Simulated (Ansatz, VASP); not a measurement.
## Pd: VASP beside Ansatz

Contents of INCAR:

```
AGGAC    = 1.0          
AGGAX    = 1.0          
ALDAC    = 0.0          
ALDAX    = 1.0          
ALGO     = Normal         # electronic algorithm
EDIFF    = 1E-6           # SCF threshold, eV
ENCUT    = 500            # plane-wave cutoff, eV
GGA      = B5             # functional
GGA_COMPAT= F            
ISIF     = 2              # what is computed and relaxed
ISMEAR   = -1             # smearing method
ISPIN    = 2              # spin polarisation
LASPH    = T              # aspherical terms in the spheres
LCHARG   = F              # write CHGCAR
LMAXMIX  = 4              # l up to which the mixer works
LORBIT   = 11             # projections on sites
LREAL    = F              # projectors in reciprocal space
LWAVE    = F              # write WAVECAR
MAGMOM   = 0.368 0.368 0.374 0.374 # initial moments
NBANDS   = 32             # bands
NELM     = 200            # most SCF steps
PREC     = Accurate       # precision mode
SIGMA    = 0.05           # smearing width, eV
```

KPOINTS

```
k-points
0
Gamma
  14 14 4
```

The input POSCAR:

```
Pd
1.0
    2.9437852335      0.0000000000      0.0000000000
   -1.4718926167      2.5493927955      0.0000000000
    0.0000000000      0.0000000000      9.7734134183
Pd
4
Direct
    1.0000000000      1.0000000000      0.0000000000
    1.0000000000      0.0000000000      0.5000000000
    0.3333333333      0.6666666667      0.2500000000
    0.6666666667      0.3333333333      0.7500000000
```

Input for Ansatz:

```yaml
crystal:
  lattice:
    - [2.9437852335, 0.0, 0.0]
    - [-1.4718926167, 2.5493927955, 0.0]
    - [0.0, 0.0, 9.7734134183]
  atoms:
    - { symbol: Pd, position: [1.0, 1.0, 0.0], spin: 0.368 }
    - { symbol: Pd, position: [1.0, 0.0, 0.5], spin: 0.368 }
    - { symbol: Pd, position: [0.3333333333, 0.6666666667, 0.25], spin: 0.374 }
    - { symbol: Pd, position: [0.6666666667, 0.3333333333, 0.75], spin: 0.374 }
hamiltonian:
  xc: blyp
  pseudopotentials:
    kind: paw
    azcp:
      Pd: "pseudopotentials/Pd.paw.azcp"
basis:
  ecutwfc: 420
  fft_grid_basis: typed
kpoints:
  mp_grid: { grid: [14, 14, 4], shift: [0, 0, 0] }
magnetization:
  spin_polarized: true
scf:
  occupations: { method: fermi_dirac, width: 0.05 }
  lower_state_search: "off"
output:
  stress: true
```

Alike in both runs: task single point; functional BLYP; k mesh 14 × 14 × 4; occupations fermi-dirac, width 0.05 eV; collinear spin.

|  | VASP | Ansatz |
| --- | --- | --- |
| version | VASP 6.6.1 | Ansatz 0.2.0 |
| potentials or method | VASP PAW PBE potentials, release 64 (Pd), cutoff 500 eV | plane waves (420 eV) with PAW, scalar-relativistic |
| valence electrons in the cell | 40 | 72 |

|  | VASP | Ansatz | Ansatz less VASP |
| --- | --- | --- | --- |
| pressure (GPa) | -10.6 | -10.8 | -0.21 |
| traceless stress, the component that is largest in VASP (GPa) | -0.24 | -0.21 | +0.030 |
| net moment per atom (μB) | 0.40 | 0.40 | +0.002 |
| size of the moment on the site where the two differ most (μB) | 0.41 | 0.41 | +0.007 |

VASP's potentials were made for PBE, not for BLYP. Site moments also hang on the region over which each program counts them. VASP's potentials hold 40 valence electrons a cell and Ansatz's 72, so a difference there can come from the potentials and not from the codes.
